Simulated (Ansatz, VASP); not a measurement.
**One calculation of NbN, two programs**

INCAR

```
PREC = Accurate
ENCUT = 600
EDIFF = 1E-6
ISMEAR = 0
SIGMA = 0.05
LREAL = F
LASPH = T
NELM = 200
ALGO = Normal
ISIF = 2
LWAVE = F
LCHARG = T
MAGMOM = 0 0 2 0 0 -2 0 0 0 0 0 0
LORBIT = 11
LSORBIT = T
GGA_COMPAT = F
LORBMOM = T
LMAXMIX = 4
LDAU = T
LDAUTYPE = 2
LDAUL = 2 -1
LDAUU = 1 0
LDAUJ = 0 0
LDAUPRINT = 1
GGA = PE
LVHAR = T
NBANDS = 50
```

KPOINTS

```
regular mesh
0
Gamma
  7 7 7
```

Contents of POSCAR:

```
NbN
1.0
    0.0000000000      2.1945007300      2.1945007300
    4.3890014600      2.1945007300      2.1945007300
    4.3890014600      4.3890014600      0.0000000000
Nb N
2 2
Direct
    0.5000000000      0.5000000000      0.0000000000
    0.5000000000      0.5000000000      0.5000000000
    0.0000000000      0.0000000000      0.0000000000
    0.0000000000      0.0000000000      0.5000000000
```

Input for Ansatz:

```yaml
crystal:
  lattice:
    - [0.0, 2.19450073, 2.19450073]
    - [4.38900146, 2.19450073, 2.19450073]
    - [4.38900146, 4.38900146, 0.0]
  atoms:
    - { symbol: Nb, position: [0.5, 0.5, 0.0], spin: 2.0, spin_axis: [0.0, 0.0, 1.0] }
    - { symbol: "N", position: [0.0, 0.0, 0.0] }
    - { symbol: Nb, position: [0.5, 0.5, 0.5], spin: 2.0, spin_axis: [0.0, 0.0, -1.0] }
    - { symbol: "N", position: [0.0, 0.0, 0.5] }
basis:
  ecutwfc: 420
  ecutrho_ratio: 4
kpoints:
  mp_grid: { grid: [7, 7, 7] }
hamiltonian:
  xc: pbe
  hubbard:
    sites: [{ site: 0, l: d, u_eff: 1.0 }, { site: 2, l: d, u_eff: 1.0 }]
scf:
  occupations: { method: gaussian, width: 0.05 }
output:
  forces: true
  stress: true
  eigenvalues: true
  populations: true
  hubbard: { sites: [{ site: 0, l: d }, { site: 2, l: d }] }
  write_density: true
  write_potential: true
  elf: true
  volumetric_format: npy
magnetization:
  noncollinear: true
  spin_orbit: true
```

Alike in both runs: task single point; functional PBE; k mesh 7 × 7 × 7; occupations gaussian, width 0.05 eV; non-collinear spin, spin-orbit coupling; Hubbard terms Nb d U = 1.0 eV.

```csv
,VASP,Ansatz
version,VASP 6.6.1,Ansatz 0.2.0
potentials or method,"VASP PAW PBE potentials, release 64 (Nb_sv, N), cutoff 600 eV","plane waves, PAW"
valence electrons in the cell,36,36
```

|  | VASP | Ansatz | Ansatz less VASP |
| --- | --- | --- | --- |
| pressure (GPa) | 8.7 | 7.7 | -1.06 |
| net moment per atom (μB) | 0.00 | 0.00 | 0.000 |

The programs project onto different local orbitals, so the same U acts differently, and such runs can settle in different states. Ansatz's warnings: filled band counts differ across k points, seeded moment not kept, stress scf threshold loose.
